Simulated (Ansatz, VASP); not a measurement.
## One calculation of TaN, two programs

Contents of INCAR:

```
SYSTEM = TaN
  ALGO = Normal
  EDIFF = 1E-7
  ENCUT = 520
  GGA = PS
  ISIF = 2
  ISMEAR = 0
  LASPH = .True.
  LCHARG = .False.
  LREAL = .False.
  LWAVE = .False.
  NBANDS = 24
  NELM = 60
  PREC = Accurate
  SIGMA = 0.15
```

The input KPOINTS:

```
k-points
0
Gamma
  20 20 12
  0 0 0
```

Contents of POSCAR:

```
TaN
1.0
    0.0000000000      0.0000000000      2.8707276426
    2.9239890448      0.0000000000      0.0000000000
    0.0000000000      5.0644975863      0.0000000000
Ta N
2 2
Direct
    0.5000000000     -0.1025995636      0.3333333333
    0.5000000000      0.6025995636      0.8333333333
    0.0000000000      0.4558034305      0.5000000000
    0.0000000000      0.0441965695      0.0000000000
```

Input for Ansatz:

```yaml
crystal:
  lattice:
    - [0.0, 0.0, 2.8707276426]
    - [2.9239890448, 0.0, 0.0]
    - [0.0, 5.0644975863, 0.0]
  atoms:
    - { symbol: Ta, position: [0.5, -0.1025995636, 0.3333333333] }
    - { symbol: Ta, position: [0.5, 0.6025995636, 0.8333333333] }
    - { symbol: "N", position: [0.0, 0.4558034305, 0.5] }
    - { symbol: "N", position: [0.0, 0.0441965695, 0.0] }
basis:
  ecutwfc: 420
kpoints:
  mp_grid: { grid: [20, 20, 12] }
hamiltonian:
  xc: pbesol
scf:
  occupations: { method: gaussian, width: 0.15 }
output:
  forces: true
  stress: true
  eigenvalues: true
```

Change from the starting cell: mode 4 (178.8 1/cm) frozen in, largest displacement -0.300 Å.

Alike in both runs: task single point; functional PBEsol; k mesh 20 × 20 × 12; occupations gaussian, width 0.15 eV; no spin polarisation.

```csv
,VASP,Ansatz
version,VASP 6.6.1,Ansatz 0.2.0
potentials or method,"VASP PAW PBE potentials, release 64 (Ta_pv, N), cutoff 520 eV","scalar-relativistic, plane waves, PAW"
valence electrons in the cell,32,36
```

```tsv
	VASP	Ansatz	Ansatz less VASP
gap on the k mesh at the Fermi level (eV)	none	none	-
pressure (GPa)	11.2	10.3	-0.94
traceless stress, the component that is largest in VASP (GPa)	16.53	16.60	+0.078
rms of the force components (eV/Å)	2.165	2.156	-0.0092
```

VASP's potentials were made for PBE, not for PBEsol. Atom by atom the forces differ by 0.014 eV/Å (rms over components). A gap of «none» marks a metal or a gap that the smearing closes. VASP's potentials hold 32 valence electrons a cell and Ansatz's 36, so a difference there can come from the potentials and not from the codes.

Spin-orbit coupling is off throughout.
